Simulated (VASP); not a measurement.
**SrO: single point with PBE**

The system is SrO.

```
Sr O
1.0
     0.00000    2.56630    2.56630
     2.56630    0.00000    2.56630
     2.56630    2.56630    0.00000
Sr O
1 1
Cartesian
  2.5663 2.5663 2.5663
  0.0000 0.0000 0.0000
```

```json
{
 "Program": "VASP 6.6.1",
 "Task": "single point",
 "Functional": "PBE",
 "Potentials or basis": "VASP PAW PBE potentials, release 64 (Sr_sv, O)",
 "Cutoff": "520 eV",
 "k mesh": "9 × 9 × 9",
 "Occupations": "gaussian, width 0.013 eV",
 "Spin": "no spin polarisation",
 "Dipole correction": "no",
 "Further INCAR settings": "ALGO = Normal; EDIFF = 1e-06; NBANDS = 15"
}
```

```
Pressure               : 3.9 GPa
Band gap on the k mesh : 3.32 eV, indirect (least direct gap 3.41 eV)
```

Levels at points of the mesh, in eV from the valence-band top:
```
           k point  band 5  band 6  band 7  band 8  band 9  band 10  band 11  band 12
(0.00, 0.00, 0.00)  -14.00    0.00    0.00    0.00    4.02     6.22     6.22     6.22
```

Wall time 18 s on 1 thread of Intel(R) Xeon(R) Platinum 8488C (Sapphire Rapids), with other jobs on the host, peak memory 0.16 GiB.

A k mesh can miss the band edges. As with any semilocal functional, this PBE gap is likely too small.
